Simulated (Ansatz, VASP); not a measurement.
## Rh: VASP beside Ansatz

```xyz
2
Lattice="2.7521 0.0000 0.0000 -1.3760 2.3834 0.0000 0.0000 0.0000 4.3851" Properties=species:S:1:pos:R:3 pbc="T T T"
Rh    1.3761    0.7945    3.2888
Rh    0.0000    1.5889    1.0963
```

Alike in both runs: task single point; functional PBE; k mesh 18 × 18 × 10; occupations gaussian, width 0.15 eV; no spin polarisation.

|  | VASP | Ansatz |
| --- | --- | --- |
| version | VASP 6.6.1 | Ansatz 0.2.0 |
| potentials or method | VASP PAW PBE potentials, release 64 (Rh_pv), cutoff 520 eV | scalar-relativistic, plane waves, PAW |
| valence electrons in the cell | 30 | 34 |

VASP gave:

| Property | Result |
| --- | --- |
| gap on the k mesh at the Fermi level (eV) | none |
| pressure (GPa) | -4.6 |
| traceless stress, the component that is largest in VASP (GPa) | 1.59 |

Problem. Estimate Ansatz's values.

Solution. gap on the k mesh at the Fermi level (eV): none; pressure (GPa): -4.6; traceless stress, the component that is largest in VASP (GPa): 1.58.

A gap of «none» marks a metal or a gap that the smearing closes. The functional is the same, so the differences come from potentials, cutoffs and numerics. VASP's potentials hold 30 valence electrons a cell and Ansatz's 34, so a difference there can come from the potentials and not from the codes.
